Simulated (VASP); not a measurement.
# Mg (Im-3m) in VASP: a series of runs, part 3 of 3

VASP 6.6.1. The steps go on from the part before.

**5. Relaxation of cell and atoms, PBEsol, target pressure 75 GPa, at which the enthalpy is minimised**

This run uses another cell than the first one, of 12.11 Å³/atom.

INCAR reads:

```
SYSTEM = Mg
PREC = Accurate
ENCUT = 600
EDIFF = 1E-6
ISMEAR = 0
SIGMA = 0.1
LREAL = .FALSE.
LASPH = .TRUE.
NELM = 80
ALGO = Normal
ISIF = 3
LWAVE = .FALSE.
LCHARG = .FALSE.
GGA = PS
IBRION = 2
NSW = 70
EDIFFG = -0.004
PSTRESS = 750.0
```

KPOINTS reads:

```
Automatic mesh
0
G
  20 20 20
  0 0 0
```

POSCAR reads:

```
Mg
1.0
   -1.4467735339      1.4467735339      1.4467735339
    1.4467735339     -1.4467735339      1.4467735339
    1.4467735339      1.4467735339     -1.4467735339
Mg
1
Direct
    0.0000000000      0.0000000000      0.0000000000
```

Potentials or basis: VASP PAW PBE potentials, release 64 (Mg).

Run with:

```bash
> cat potpaw_PBE.64/Mg/POTCAR > POTCAR
> mpirun -np 1 vasp_std > vasp.out
```

OUTCAR:

```text
SYSTEM = Mg
   PREC = Accurate
   ENCUT = 600
   EDIFF = 1E-6
   ISMEAR = 0
   LREAL = .FALSE.
   LASPH = .TRUE.
   NELM = 80
   ISIF = 3
   GGA = PS
   IBRION = 2
   NSW = 70
   EDIFFG = -0.004
   PSTRESS = 750.0

 ion  position               nearest neighbor table
   1  0.000  0.000  0.000-

  LATTYP: Found a body centered cubic cell.
 ALAT       =     2.8935470678

  Lattice vectors:

 A1 = (  -1.4467735339,   1.4467735339,   1.4467735339)
 A2 = (   1.4467735339,  -1.4467735339,   1.4467735339)
 A3 = (   1.4467735339,   1.4467735339,  -1.4467735339)

Analysis of symmetry for initial positions (statically):
=====================================================================
 Subroutine PRICEL returns:
 Original cell was already a primitive cell.

 Routine SETGRP: Setting up the symmetry group for a
 body centered cubic supercell.

 Subroutine GETGRP returns: Found 48 space group operations
 (whereof 48 operations were pure point group operations)
 out of a pool of 48 trial point group operations.

The static configuration has the point symmetry O_h .

Analysis of symmetry for dynamics (positions and initial velocities):
=====================================================================
 Subroutine PRICEL returns:
 Original cell was already a primitive cell.

 Routine SETGRP: Setting up the symmetry group for a
 body centered cubic supercell.

 Subroutine GETGRP returns: Found 48 space group operations
 (whereof 48 operations were pure point group operations)
 out of a pool of 48 trial point group operations.

The dynamic configuration has the point symmetry O_h .

 Subroutine INISYM returns: Found 48 space group operations
 (whereof 48 operations are pure point group operations),
[... 117 lines left out ...]
  Thomas-Fermi vector in A             =   2.020782
   LORBIT       =      0    0 simple, 1 ext, 2 COOP (PROOUT), +10 PAW based schemes
   GGA     = PS    functional components
   LHFCALC =     F    Hartree Fock is set to
   AEXX    =    0.0000 exact exchange contribution
   IVDW    =     0    specifies the selected vdW correction
   LEPSILON=     F    determine dielectric tensor
   LRPA    =     F    only Hartree local field effects (RPA)
 conjugate gradient relaxation of ions
 non-spin polarized calculation
 Gauss-broadening in eV      SIGMA  =   0.10
  energy-cutoff  :      600.00
  volume of cell :       12.11
 maximum number of plane-waves:       420
   NGX =  9   NGY =  9   NGZ =  9

--------------------------------------- Ionic step        1  -------------------------------------------

 number of electron       2.0000000 magnetization

 Free energy of the ion-electron system (eV)
  ---------------------------------------------------
  ext. energy  EPLUGINS =         0.00000000
  ---------------------------------------------------
  free energy    TOTEN  =        -0.21042117 eV

  energy without entropy =       -0.20951565  energy(sigma->0) =       -0.20996841

------------------------ aborting loop because EDIFF is reached ----------------------------------------

  FORCE on cell =-STRESS in cart. coord.  units (eV):
  Direction    XX          YY          ZZ          XY          YZ          ZX
  --------------------------------------------------------------------------------------
  -------------------------------------------------------------------------------------
  Total        5.8054193      5.8054193      5.8054193      0.0000000      0.0000000     -0.0000000
  in kB      767.8608348    767.8608348    767.8608348      0.0000000      0.0000000     -0.0000000
  external PRESSURE =      17.8608348 kB  Pullay stress =     750.0000000 kB
[... 61 lines left out ...]
--------------------------------------- Ionic step        3  -------------------------------------------

 number of electron       2.0000000 magnetization

 Free energy of the ion-electron system (eV)
  ---------------------------------------------------
  ext. energy  EPLUGINS =         0.00000000
  ---------------------------------------------------
  free energy    TOTEN  =        -0.24831480 eV

  energy without entropy =       -0.24741493  energy(sigma->0) =       -0.24786487

 E-fermi :   6.9974     XC(G=0): -10.7944

 val. band max:        6.9580448498   @ k =   0.3000   0.2500   0.1500
 cond. band min:       7.0294620257   @ k =  -0.3500  -0.3500   0.0500
 fundamental gap:      0.0714171759
 Fermi energy:         6.9974043427

 k-point     1 :       0.0000    0.0000    0.0000
  band No.  band energies     occupation
      1      -3.1679      2.00000
      2      24.8515      0.00000
      3      24.8515      0.00000
      4      24.8515      0.00000
      5      27.7115      0.00000
[... 177 lines left out ...]
 k-point    24 :       0.2500    0.1000   -0.0000
  band No.  band energies     occupation
      1       0.2489      2.00000
      2      12.8155      0.00000
      3      17.3616      0.00000
      4      22.5003      0.00000
      5      24.2355      0.00000

 [... further k-points ...]

------------------------ aborting loop because EDIFF is reached ----------------------------------------

  FORCE on cell =-STRESS in cart. coord.  units (eV):
  Direction    XX          YY          ZZ          XY          YZ          ZX
  --------------------------------------------------------------------------------------
  -------------------------------------------------------------------------------------
  Total        5.7078654      5.7078654      5.7078654      0.0000000      0.0000000      0.0000000
  in kB      750.0041013    750.0041013    750.0041013      0.0000000      0.0000000      0.0000000
  external PRESSURE =       0.0041013 kB  Pullay stress =     750.0000000 kB
[... 20 lines left out ...]
  energy  without entropy=       -0.2474149347  energy(sigma->0) =       -0.24786487

  enthalpy is  TOTEN    =         5.4595193449 eV   P V=        5.7078341430

 reached required accuracy - stopping structural energy minimisation
```

CONTCAR:

```text
Mg
   1.00000000000000
    -1.4499517736566192    1.4499517736566192    1.4499517736566192
     1.4499517736566192   -1.4499517736566192    1.4499517736566192
     1.4499517736566192    1.4499517736566192   -1.4499517736566192
  Mg
     1
Direct
     0.0000000000000000    0.0000000000000000    0.0000000000000000

  0.00000000E+00  0.00000000E+00  0.00000000E+00
```

It took 37 s on 1 thread of Intel Xeon 8259CL, shared host; peak memory 0.14 GiB.

Results:

* Free energy: -0.2483 eV
* Relaxed volume: 12.19 Å³/atom
* Relaxed cell: a = 2.511 Å, b = 2.511 Å, c = 2.511 Å, α = 109.47°, β = 109.47°, γ = 109.47°
* Space group after relaxing (to 0.1 Å): Im-3m (No. 229)
* Energy change on relaxing (the run minimises the enthalpy): -37.9 meV/atom
* Ionic steps: 3
* Pressure after relaxing: 75.0 GPa
* Band gap on the k mesh: zero (bands 1 and 2 overlap by 4.80 eV)

The path:
| step | energy change (eV) | largest force (eV/Å) | pressure (GPa) | volume (Å³) |
| --- | --- | --- | --- | --- |
| 1 | 0.0000 | 0.0000 | 76.79 | 12.11 |
| 2 | -0.1103 | 0.0000 | 71.61 | 12.35 |
| 3 | -0.0379 | 0.0000 | 75.00 | 12.19 |

Final structure:
```
CELL_PARAMETERS angstrom
-1.44995 1.44995 1.44995
1.44995 -1.44995 1.44995
1.44995 1.44995 -1.44995
ATOMIC_POSITIONS crystal
Mg 0.00000 0.00000 0.00000
```

Levels at points of the mesh, in eV from the Fermi level:
```csv
k point,band 1,band 2,band 3,band 4
"(0.00, 0.00, 0.00)",-10.17,17.85,17.85,17.85
"(0.50, 0.00, 0.00)",-2.42,-0.97,11.03,15.11
"(0.50, 0.50, 0.50)",3.83,3.83,6.43,6.43
```

Caveat: the cell is relaxed towards a set pressure, so the run minimises the enthalpy, not the energy; the PAW data sets were made with another functional, which shifts forces and pressure a little.

**6. Summary**

```tsv
task	cell	cutoff (eV)	gap on the mesh (eV)	pressure (GPa)
single point	a = 3.079 Å, angles 109.5°, 1 atom	520	none	0.0
relaxation of cell and atoms	relaxed to 100 GPa from a = 2.437 Å, angles 109.5°, 1 atom	600	none	100.0
relaxation of cell and atoms	relaxed to 75 GPa from a = 2.506 Å, angles 109.5°, 1 atom	600	none	75.0
```

Alike in all rows: level PBEsol; potentials or basis VASP PAW PBE potentials, release 64 (Mg); no spin polarisation; k mesh 20 × 20 × 20; smearing gaussian 0.1 eV.

Caveats: the PAW data sets were made with another functional, which shifts forces and pressure a little; the cell is relaxed towards a set pressure, so the run minimises the enthalpy, not the energy (at least some runs).

Total energies depend on the potentials used, so only differences within one code and one set of settings carry meaning.
